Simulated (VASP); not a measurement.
# Cr3N (P4/mmm) in VASP: notebook, part 3 of 3

VASP 6.6.1. The steps go on from the part before.

## (4) Relaxation of cell and atoms, PBE, collinear spin, ferromagnetic start

This run uses another cell than the first one, of 12.70 Å³/atom.

INCAR reads:

```
PREC     = Accurate       # precision mode
ENCUT    = 600            # plane-wave cutoff, eV
EDIFF    = 1E-6           # SCF threshold, eV
ISMEAR   = 0              # smearing method
SIGMA    = 0.1            # smearing width, eV
LREAL    = False          # projectors in reciprocal space
LASPH    = True           # aspherical terms in the spheres
NELM     = 150            # most SCF steps
ALGO     = Normal         # electronic algorithm
ISIF     = 3              # what is computed and relaxed
LWAVE    = False          # write WAVECAR
LCHARG   = False          # write CHGCAR
ISPIN    = 2              # spin polarisation
MAGMOM   = 3 3 3 0        # initial moments
LORBIT   = 11             # projections on sites
LMAXMIX  = 4              # l up to which the mixer works
GGA      = PE             # functional
IBRION   = 2              # ionic algorithm
NSW      = 90             # ionic steps
EDIFFG   = -0.04          # ionic threshold
```

KPOINTS reads:

```
Automatic mesh
0
Gamma
  4 4 6
```

POSCAR reads:

```
Cr3N
1.0
    4.0621618400      0.0000000000      0.0000000000
    0.0000000000      4.0621618400      0.0000000000
    0.0000000000      0.0000000000      3.0775103800
Cr N
3 1
Direct
    0.0000000000      0.0000000000      0.5000000000
    0.5000000000      0.0000000000      0.5000000000
    0.0000000000      0.5000000000      0.5000000000
    0.5000000000      0.5000000000      0.0000000000
```

Potentials or basis: VASP PAW PBE potentials, release 64 (Cr_pv, N).

The run is started by

```bash
$ cat potpaw_PBE.64/Cr_pv/POTCAR potpaw_PBE.64/N/POTCAR > POTCAR
$ mpirun -np 1 vasp_std > vasp.out
```

OUTCAR:

```text
PREC = Accurate
   ENCUT = 600
   EDIFF = 1E-6
   ISMEAR = 0
   LREAL = False
   LASPH = True
   NELM = 150
   ISIF = 3
   ISPIN = 2
   LORBIT = 11
   GGA = PE
   IBRION = 2
   NSW = 90
   EDIFFG = -0.04

 ion  position               nearest neighbor table
   1  0.000  0.000  0.500-   2 2.03   3 2.03   3 2.03   2 2.03
   2  0.500  0.000  0.500-   1 2.03   1 2.03   3 2.87   3 2.87   3 2.87   3 2.87
   3  0.000  0.500  0.500-   1 2.03   1 2.03   2 2.87   2 2.87   2 2.87   2 2.87
   4  0.500  0.500  0.000-

  LATTYP: Found a simple tetragonal cell.
 ALAT       =     4.0621618400
 C/A-ratio  =     0.7576040791

  Lattice vectors:

 A1 = (   4.0621618400,   0.0000000000,   0.0000000000)
 A2 = (   0.0000000000,   4.0621618400,   0.0000000000)
 A3 = (   0.0000000000,   0.0000000000,   3.0775103800)

Analysis of symmetry for initial positions (statically):
=====================================================================
 Subroutine PRICEL returns:
 Original cell was already a primitive cell.

 Routine SETGRP: Setting up the symmetry group for a
 simple tetragonal supercell.

 Subroutine GETGRP returns: Found 16 space group operations
 (whereof 16 operations were pure point group operations)
 out of a pool of 16 trial point group operations.

The static configuration has the point symmetry D_4h.

Analysis of symmetry for dynamics (positions and initial velocities):
=====================================================================
 Subroutine PRICEL returns:
 Original cell was already a primitive cell.

 Routine SETGRP: Setting up the symmetry group for a
 simple tetragonal supercell.

 Subroutine GETGRP returns: Found 16 space group operations
 (whereof 16 operations were pure point group operations)
 out of a pool of 16 trial point group operations.

The dynamic configuration has the point symmetry D_4h.

Analysis of structural, dynamic, and magnetic symmetry:
=====================================================================
 Subroutine PRICEL returns:
 Original cell was already a primitive cell.

 Routine SETGRP: Setting up the symmetry group for a
 simple tetragonal supercell.

 Subroutine GETGRP returns: Found 16 space group operations
 (whereof 16 operations were pure point group operations)
 out of a pool of 16 trial point group operations.

The overall configuration has the point symmetry D_4h.

 Subroutine INISYM returns: Found 16 space group operations
 (whereof 16 operations are pure point group operations),
 and found     1 'primitive' translations

----------------------------------------------------------------------------------------

                                     Primitive cell

  volume of cell :      50.7825

  direct lattice vectors                    reciprocal lattice vectors
     4.062161840  0.000000000  0.000000000     0.246174338  0.000000000  0.000000000
     0.000000000  4.062161840  0.000000000     0.000000000  0.246174338  0.000000000
     0.000000000  0.000000000  3.077510380     0.000000000  0.000000000  0.324937978

  length of vectors
     4.062161840  4.062161840  3.077510380     0.246174338  0.246174338  0.324937978

  position of ions in fractional coordinates (direct lattice)
[... 88 lines left out ...]
   ISIF   =      3    stress and relaxation
   ISYM   =      2    0-nonsym 1-usesym 2-fastsym
   POTIM  = 0.5000    time-step for ionic-motion
   TEBEG  =    0.0;   TEEND  =   0.0 temperature during run
   PSTRESS=    0.0 pullay stress
   NELECT =      41.0000    total number of electrons
   NUPDOWN=      -1.0000    fix difference up-down
   EMIN   =  10.00;   EMAX   =-10.00  energy-range for DOS
   EFERMI =   0.00;   METHOD = LEGACY
   ISMEAR =     0;   SIGMA  =   0.10  broadening in eV -4-tet -1-fermi 0-gaus
   EFERMI_NEDOS =   21; number of points for ismear=-14 and -15
   IALGO  =     38    algorithm
   IMIX   =      4    mixing-type and parameters
     AMIX     =   0.40;   BMIX     =  1.00
     AMIX_MAG =   1.60;   BMIX_MAG =  1.00
  volume/ion in A,a.u.               =      12.70        85.67
  Fermi-wavevector in a.u.,A,eV,Ry     =   1.524397  2.880693 31.617037  2.323787
  Thomas-Fermi vector in A             =   2.632710
   LORBIT       =     11    0 simple, 1 ext, 2 COOP (PROOUT), +10 PAW based schemes
   GGA     = PE    functional components
   LHFCALC =     F    Hartree Fock is set to
   AEXX    =    0.0000 exact exchange contribution
   IVDW    =     0    specifies the selected vdW correction
   LEPSILON=     F    determine dielectric tensor
   LRPA    =     F    only Hartree local field effects (RPA)
 conjugate gradient relaxation of ions
 spin polarized calculation
 Gauss-broadening in eV      SIGMA  =   0.10
  energy-cutoff  :      600.00
  volume of cell :       50.78
 maximum number of plane-waves:      1724
   NGX = 17   NGY = 17   NGZ = 13

--------------------------------------- Ionic step        1  -------------------------------------------

 number of electron      40.9999983 magnetization      -0.0021084

 number of electron      40.9999983 magnetization       0.0052310

 Free energy of the ion-electron system (eV)
  ---------------------------------------------------
  ext. energy  EPLUGINS =         0.00000000
  ---------------------------------------------------
  free energy    TOTEN  =       -29.56375130 eV

  energy without entropy =      -29.53707313  energy(sigma->0) =      -29.55041222

------------------------ aborting loop because EDIFF is reached ----------------------------------------

  FORCE on cell =-STRESS in cart. coord.  units (eV):
  Direction    XX          YY          ZZ          XY          YZ          ZX
  --------------------------------------------------------------------------------------
  -------------------------------------------------------------------------------------
  Total        3.8130984      3.8130984    -13.9912671      0.0000000     -0.0000000     -0.0000000
  in kB      120.3024923    120.3024923   -441.4216812      0.0000000     -0.0000000     -0.0000000
  external PRESSURE =     -66.9388989 kB  Pullay stress =       0.0000000 kB
[... 99 lines left out ...]
  FREE ENERGIE OF THE ION-ELECTRON SYSTEM (eV)
  ---------------------------------------------------
  free  energy   TOTEN  =       -31.4721150276 eV

  energy  without entropy=      -31.4342627211  energy(sigma->0) =      -31.45318887

 E-fermi :  10.1114     XC(G=0): -13.2441

 val. band max:       10.1107245806   @ k =   0.2500   0.2500   0.5000
 cond. band min:      10.1177996328   @ k =   0.5000   0.5000   0.5000
 fundamental gap:      0.0070750522
 Fermi energy:        10.1113866429

 spin component 1

 k-point     1 :       0.0000    0.0000    0.0000
  band No.  band energies     occupation
      1     -33.9033      1.00000
      2     -33.9033      1.00000
      3     -33.2711      1.00000
      4     -33.2711      1.00000
      5     -32.4892      1.00000
      6     -32.4580      1.00000
[... 1528 lines left out ...]
     28      11.8618      0.00000
     29      17.4677      0.00000

[... ionic steps 4 to 7 ...]

--------------------------------------- Ionic step        8  -------------------------------------------

 number of electron      41.0000015 magnetization      -0.0007171

------------------------ aborting loop because EDIFF is reached ----------------------------------------
[... 71 lines left out ...]
--------------------------------------- Ionic step       10  -------------------------------------------

 number of electron      41.0000002 magnetization      -0.0009673

 Free energy of the ion-electron system (eV)
  ---------------------------------------------------
  ext. energy  EPLUGINS =         0.00000000
  ---------------------------------------------------
  free energy    TOTEN  =       -31.52605516 eV

  energy without entropy =      -31.50543715  energy(sigma->0) =      -31.51574616

 E-fermi :   9.6043     XC(G=0): -13.0839

 val. band max:        9.5923351559   @ k =   0.5000   0.2500   0.5000
 cond. band min:       9.6599890303   @ k =   0.5000   0.0000   0.5000
 fundamental gap:      0.0676538745
 Fermi energy:         9.6042606155

 spin component 1

 k-point     1 :       0.0000    0.0000    0.0000
  band No.  band energies     occupation
      1     -34.4363      1.00000
      2     -34.4363      1.00000
      3     -33.6646      1.00000
      4     -33.6646      1.00000
      5     -33.1439      1.00000
      6     -33.0942      1.00000
[... 1559 lines left out ...]
  FREE ENERGIE OF THE ION-ELECTRON SYSTEM (eV)
  ---------------------------------------------------
  free  energy   TOTEN  =       -31.5260551560 eV

  energy  without entropy=      -31.5054371546  energy(sigma->0) =      -31.51574616

 reached required accuracy - stopping structural energy minimisation

 total charge

# of ion       s       p       d       tot
------------------------------------------
    1        0.494   6.371   4.615  11.480
    2        0.366   6.271   4.369  11.006
    3        0.366   6.271   4.369  11.006
    4        1.323   2.107   0.000   3.431
--------------------------------------------------
tot          2.550  21.021  13.353  36.924

 magnetization (x)

# of ion       s       p       d       tot
------------------------------------------
    1        0.000  -0.000   0.000   0.000
    2       -0.000  -0.000  -0.001  -0.001
    3       -0.000  -0.000  -0.001  -0.001
    4       -0.000   0.000   0.000   0.000
--------------------------------------------------
tot         -0.000   0.000  -0.001  -0.001
```

Wall time 9.4 min (1 thread of Intel Xeon Platinum 8488C (Sapphire Rapids), shared host); peak memory 0.24 GiB.

Results:

```yaml
Free_energy: -31.5261 eV
Relaxed_volume: 10.97 Å³/atom
Relaxed_cell: a = 4.279 Å, b = 4.279 Å, c = 2.398 Å, α = 90.00°, β = 90.00°, γ = 90.00°
Space_group_after_relaxing_to_0.1_Å: P4/mmm (No. 123)
Energy_gained_by_relaxing: 490.6 meV/atom
Ionic_steps: 10
Pressure_after_relaxing: -0.1 GPa
Net_moment: 0.00 μB per cell
Valence_electrons_inside_the_program's_atomic_spheres: Cr 11.48, 11.01 (each value once); N 3.43
```

The path:
| step | energy change (eV) | largest force (eV/Å) | pressure (GPa) | volume (Å³) |
| --- | --- | --- | --- | --- |
| 1 | 0.0000 | 0.0000 | -6.69 | 50.78 |
| 2 | -1.8730 | 0.0000 | -9.29 | 46.19 |
| 3 | -1.9084 | 0.0000 | -7.90 | 45.71 |
| 4 | -1.9518 | 0.0000 | -3.74 | 44.74 |
| 5 | -1.7095 | 0.0000 | 7.60 | 42.65 |
| 6 | -1.9558 | 0.0000 | -3.13 | 44.56 |
| 7 | -1.9561 | 0.0000 | -2.27 | 44.41 |
| 8 | -1.9549 | 0.0000 | 3.15 | 43.24 |
| 9 | -1.9605 | 0.0000 | 0.19 | 43.86 |
| 10 | -1.9623 | 0.0000 | -0.07 | 43.89 |

Final structure:
```xyz
4
Lattice="4.2786 0.0000 0.0000 0.0000 4.2786 0.0000 0.0000 0.0000 2.3976" Properties=species:S:1:pos:R:3 pbc="T T T"
Cr    0.0000    4.2786    1.1988
Cr    2.1393    4.2786    1.1988
Cr    4.2786    2.1393    1.1988
N     2.1393    2.1393    0.0000
```

Caveat: the k points lie up to 0.44 Å⁻¹ apart in the final cell; the moments typed at the start vanished in this run; a cell axis changed by over 15 % at a fixed basis, so the end point is rough. With open d or f shells a metallic result of PBE can be an artefact of self-interaction; +U or a hybrid may open a gap.
